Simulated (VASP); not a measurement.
# SnSe2 in VASP: further runs, part 2 of 2

VASP 6.6.1.

### 3 Single point, PBE

INCAR reads:

```
SYSTEM = SnSe2
PREC = Accurate
ENCUT = 520
EDIFF = 1E-7
ISMEAR = 0
SIGMA = 0.05
LREAL = .False.
LASPH = .True.
NELM = 100
ALGO = Normal
ISIF = 2
LWAVE = .False.
LCHARG = .False.
GGA = PE
NBANDS = 20
```

KPOINTS reads:

```
regular mesh
0
Gamma
  10 10 6
  0 0 0
```

POSCAR reads:

```
SnSe2
1.0
    3.8110000000      0.0000000000      0.0000000000
   -1.9055000000      3.3004228138      0.0000000000
    0.0000000000      0.0000000000      6.1360000000
Sn Se
1 2
Direct
    0.0000000000      0.0000000000     -0.0016297262
    0.6666666667      0.3333333333      0.7510000000
    0.3333333333      0.6666666667      0.2490000000
```

Potentials or basis: VASP PAW PBE potentials, release 64 (Sn_d, Se).

Command:

```sh
cat potpaw_PBE.64/Sn_d/POTCAR potpaw_PBE.64/Se/POTCAR > POTCAR
mpirun -np 1 vasp_std > vasp.out
```

OUTCAR:

```text
SYSTEM = SnSe2
   PREC = Accurate
   ENCUT = 520
   EDIFF = 1E-7
   ISMEAR = 0
   LREAL = .False.
   LASPH = .True.
   NELM = 100
   ISIF = 2
   GGA = PE

 ion  position               nearest neighbor table
   1  0.000  0.000  0.998-   2 2.67   2 2.67   2 2.67   3 2.68   3 2.68   3 2.68
   2  0.667  0.333  0.751-   1 2.67   1 2.67   1 2.67
   3  0.333  0.667  0.249-   1 2.68   1 2.68   1 2.68

  LATTYP: Found a hexagonal cell.
 ALAT       =     3.8110000000
 C/A-ratio  =     1.6100760955

  Lattice vectors:

 A1 = (   3.8110000000,   0.0000000000,   0.0000000000)
 A2 = (  -1.9055000000,   3.3004228138,   0.0000000000)
 A3 = (   0.0000000000,   0.0000000000,   6.1360000000)

Analysis of symmetry for initial positions (statically):
=====================================================================
 Subroutine PRICEL returns:
 Original cell was already a primitive cell.

 Routine SETGRP: Setting up the symmetry group for a
 hexagonal supercell.

 Subroutine GETGRP returns: Found  6 space group operations
 (whereof  6 operations were pure point group operations)
 out of a pool of 24 trial point group operations.

The static configuration has the point symmetry C_3v.

Analysis of symmetry for dynamics (positions and initial velocities):
=====================================================================
 Subroutine PRICEL returns:
 Original cell was already a primitive cell.

 Routine SETGRP: Setting up the symmetry group for a
 hexagonal supercell.

 Subroutine GETGRP returns: Found  6 space group operations
 (whereof  6 operations were pure point group operations)
 out of a pool of 24 trial point group operations.

The dynamic configuration has the point symmetry C_3v.

 Subroutine INISYM returns: Found  6 space group operations
 (whereof  6 operations are pure point group operations),
 and found     1 'primitive' translations

----------------------------------------------------------------------------------------

[... 113 lines left out ...]
     AMIX     =   0.40;   BMIX     =  1.00
     AMIX_MAG =   1.60;   BMIX_MAG =  1.00
  volume/ion in A,a.u.               =      25.73       173.61
  Fermi-wavevector in a.u.,A,eV,Ry     =   1.139116  2.152617 17.654722  1.297585
  Thomas-Fermi vector in A             =   2.275820
   LORBIT       =      0    0 simple, 1 ext, 2 COOP (PROOUT), +10 PAW based schemes
   GGA     = PE    functional components
   LHFCALC =     F    Hartree Fock is set to
   AEXX    =    0.0000 exact exchange contribution
   IVDW    =     0    specifies the selected vdW correction
   LEPSILON=     F    determine dielectric tensor
   LRPA    =     F    only Hartree local field effects (RPA)
 non-spin polarized calculation
 Gauss-broadening in eV      SIGMA  =   0.05
  energy-cutoff  :      520.00
  volume of cell :       77.18
 maximum number of plane-waves:      2097
   NGX = 15   NGY = 15   NGZ = 23

 number of electron      26.0000005 magnetization

 Free energy of the ion-electron system (eV)
  ---------------------------------------------------
  ext. energy  EPLUGINS =         0.00000000
  ---------------------------------------------------
  free energy    TOTEN  =       -11.74687919 eV

  energy without entropy =      -11.74687919  energy(sigma->0) =      -11.74687919

 E-fermi :   4.4225     XC(G=0):  -9.4545

 val. band max:        4.2019847793   @ k =   0.1000   0.1000   0.0000
 cond. band min:       4.9358071631   @ k =   0.5000  -0.0000   0.3333
 fundamental gap:      0.7338223837
 Fermi energy:         4.4225042714

 k-point     1 :       0.0000    0.0000    0.0000
  band No.  band energies     occupation
      1     -17.0962      2.00000
      2     -17.0962      2.00000
      3     -17.0570      2.00000
      4     -17.0420      2.00000
      5     -17.0420      2.00000
      6      -9.8303      2.00000
[... 541 lines left out ...]
     19      13.8187      0.00000
     20      15.1810      0.00000

 [... further k-points ...]

------------------------ aborting loop because EDIFF is reached ----------------------------------------

  FORCE on cell =-STRESS in cart. coord.  units (eV):
  Direction    XX          YY          ZZ          XY          YZ          ZX
  --------------------------------------------------------------------------------------
  -------------------------------------------------------------------------------------
  Total        2.4637145      2.4637145      3.1948810      0.0000000      0.0000000      0.0000000
  in kB       51.1454599     51.1454599     66.3241043      0.0000000      0.0000000      0.0000000
  external PRESSURE =      56.2050080 kB  Pullay stress =       0.0000000 kB

 VOLUME and BASIS-vectors are now :
 -----------------------------------------------------------------------------
  energy-cutoff  :      520.00
  volume of cell :       77.18
      direct lattice vectors                 reciprocal lattice vectors
     3.811000000  0.000000000  0.000000000     0.262398321  0.151495741  0.000000000
    -1.905500000  3.300422814  0.000000000     0.000000000  0.302991482  0.000000000
     0.000000000  0.000000000  6.136000000     0.000000000  0.000000000  0.162972621

 POSITION                                       TOTAL-FORCE (eV/Angst)
 -----------------------------------------------------------------------------------
      0.00000      0.00000      6.12600         0.000000     -0.000000      0.164487
      1.90550      1.10014      4.60814         0.000000     -0.000000     -0.888354
     -0.00000      2.20028      1.52786        -0.000000      0.000000      0.723867
 -----------------------------------------------------------------------------------
    total drift:                                0.000000      0.000000      0.000225

  FREE ENERGIE OF THE ION-ELECTRON SYSTEM (eV)
  ---------------------------------------------------
  free  energy   TOTEN  =       -11.7468791884 eV

  energy  without entropy=      -11.7468791884  energy(sigma->0) =      -11.74687919
```

Wall time 2.4 min (1 thread of Intel Xeon Platinum 8259CL at 2.50GHz (Skylake/Cascade Lake), shared host); peak memory 0.25 GiB.

What came out:

```yaml
Free_energy: -11.7469 eV
Pressure: 5.6 GPa
Largest_force: 0.888 eV/Å
Band_gap_on_the_k_mesh: 0.73 eV (least direct gap 1.09 eV)
```

Forces in eV/Å, atoms in the order of the input:
```
Sn   0.000  0.000  0.164
Se   0.000  0.000 -0.888
Se   0.000  0.000  0.724
```

Stress tensor (GPa, compression positive):
```
5.11 0.00 0.00
0.00 5.11 0.00
0.00 0.00 6.63
```

Levels at points of the mesh, in eV from the valence-band top:
```tsv
k point	band 10	band 11	band 12	band 13	band 14	band 15	band 16	band 17
(0.00, 0.00, 0.00)	-0.74	-0.42	-0.42	-0.03	1.06	2.91	4.61	4.61
(0.50, 0.00, 0.00)	-2.93	-2.71	-1.23	-0.34	1.12	3.76	5.42	5.46
(0.00, 0.00, 0.50)	-0.82	-0.82	-0.27	-0.27	2.41	2.89	4.34	4.34
(0.50, 0.00, 0.50)	-2.55	-2.02	-0.87	-0.73	0.84	4.23	4.82	5.81
```

Caveat: the cell stands under pressure; spin-orbit coupling is left out, which moves the levels of the heavy elements; this functional lacks dispersion, which binds the layers, so the pressure and a relaxed spacing across them are unreliable.

### 4 Single point, PBE

INCAR reads:

```
SYSTEM = SnSe2
PREC     = Accurate       ! precision mode
ENCUT    = 520            ! plane-wave cutoff, eV
EDIFF    = 1E-6           ! SCF threshold, eV
ISMEAR   = 0              ! smearing method
SIGMA    = 0.05           ! smearing width, eV
LREAL    = .False.        ! projectors in reciprocal space
LASPH    = .True.         ! aspherical terms in the spheres
NELM     = 80             ! most SCF steps
ALGO     = Normal         ! electronic algorithm
ISIF     = 2              ! what is computed and relaxed
LWAVE    = .False.        ! write WAVECAR
LCHARG   = .False.        ! write CHGCAR
GGA      = PE             ! functional
NBANDS   = 20             ! bands
```

KPOINTS reads:

```
Automatic mesh
0
Gamma
  10 10 6
  0 0 0
```

Edit POSCAR of step 3 so:

```diff
@@ -8,3 +8,3 @@
 Direct
-    0.0000000000      0.0000000000     -0.0016297262
+    0.0000000000      0.0000000000      0.0000000000
     0.6666666667      0.3333333333      0.7510000000
```

Potentials or basis: VASP PAW PBE potentials, release 64 (Sn_d, Se).

Command:

```sh
cat potpaw_PBE.64/Sn_d/POTCAR potpaw_PBE.64/Se/POTCAR > POTCAR
mpirun -np 1 vasp_std > vasp.out
```

OUTCAR:

```text
SYSTEM = SnSe2
   PREC = Accurate
   ENCUT = 520
   EDIFF = 1E-6
   ISMEAR = 0
   LREAL = .False.
   LASPH = .True.
   NELM = 80
   ISIF = 2
   GGA = PE

 ion  position               nearest neighbor table
   1  0.000  0.000  0.000-   2 2.68   3 2.68   3 2.68   2 2.68   2 2.68   3 2.68
   2  0.667  0.333  0.751-   1 2.68   1 2.68   1 2.68
   3  0.333  0.667  0.249-   1 2.68   1 2.68   1 2.68

  LATTYP: Found a hexagonal cell.
 ALAT       =     3.8110000000
 C/A-ratio  =     1.6100760955

  Lattice vectors:
[... 743 lines left out ...]

  FORCE on cell =-STRESS in cart. coord.  units (eV):
  Direction    XX          YY          ZZ          XY          YZ          ZX
  --------------------------------------------------------------------------------------
  -------------------------------------------------------------------------------------
  Total        2.4639183      2.4639183      3.1982357      0.0000000      0.0000000      0.0000000
  in kB       51.1496904     51.1496904     66.3937464      0.0000000      0.0000000      0.0000000
  external PRESSURE =      56.2310424 kB  Pullay stress =       0.0000000 kB

 VOLUME and BASIS-vectors are now :
 -----------------------------------------------------------------------------
  energy-cutoff  :      520.00
  volume of cell :       77.18
      direct lattice vectors                 reciprocal lattice vectors
     3.811000000  0.000000000  0.000000000     0.262398321  0.151495741  0.000000000
    -1.905500000  3.300422814  0.000000000     0.000000000  0.302991482  0.000000000
     0.000000000  0.000000000  6.136000000     0.000000000  0.000000000  0.162972621

 POSITION                                       TOTAL-FORCE (eV/Angst)
 -----------------------------------------------------------------------------------
      0.00000      0.00000      0.00000         0.000000      0.000000      0.000000
      1.90550      1.10014      4.60814         0.000000      0.000000     -0.805458
     -0.00000      2.20028      1.52786        -0.000000     -0.000000      0.805458
 -----------------------------------------------------------------------------------
    total drift:                                0.000000      0.000000      0.000000

  FREE ENERGIE OF THE ION-ELECTRON SYSTEM (eV)
  ---------------------------------------------------
  free  energy   TOTEN  =       -11.7477015865 eV

  energy  without entropy=      -11.7477015865  energy(sigma->0) =      -11.74770159
```

It took 2.1 min on 1 thread of Intel Xeon Platinum 8259CL at 2.50GHz (Skylake/Cascade Lake), shared host; peak memory 0.25 GiB.

What came out:

- Free energy: -11.7477 eV
- Pressure: 5.6 GPa
- Largest force: 0.805 eV/Å
- Band gap on the k mesh: 0.73 eV (least direct gap 1.09 eV)

Forces on the atoms (eV/Å):
```
Sn   0.000  0.000  0.000
Se   0.000  0.000 -0.805
Se   0.000  0.000  0.805
```

Stress tensor (GPa, compression positive):
```
5.11 0.00 0.00
0.00 5.11 0.00
0.00 0.00 6.64
```

Levels at points of the mesh, in eV from the valence-band top:
| k point | band 9 | band 10 | band 11 | band 12 | band 13 | band 14 | band 15 | band 16 | band 17 | band 18 |
| --- | --- | --- | --- | --- | --- | --- | --- | --- | --- | --- |
| (0.00, 0.00, 0.00) | -0.73 | -0.73 | -0.42 | -0.42 | -0.03 | 1.06 | 2.91 | 4.61 | 4.61 | 8.10 |
| (0.50, 0.00, 0.00) | -4.51 | -2.93 | -2.71 | -1.23 | -0.34 | 1.12 | 3.76 | 5.42 | 5.46 | 7.24 |
| (0.00, 0.00, 0.50) | -2.07 | -0.82 | -0.82 | -0.27 | -0.27 | 2.41 | 2.89 | 4.34 | 4.34 | 8.14 |
| (0.50, 0.00, 0.50) | -4.96 | -2.55 | -2.02 | -0.87 | -0.73 | 0.84 | 4.23 | 4.82 | 5.81 | 6.32 |

Caveat: the cell stands under pressure; spin-orbit coupling is left out, which moves the levels of the heavy elements; this functional lacks dispersion, which binds the layers, so the pressure and a relaxed spacing across them are unreliable. A k mesh can miss the band edges.
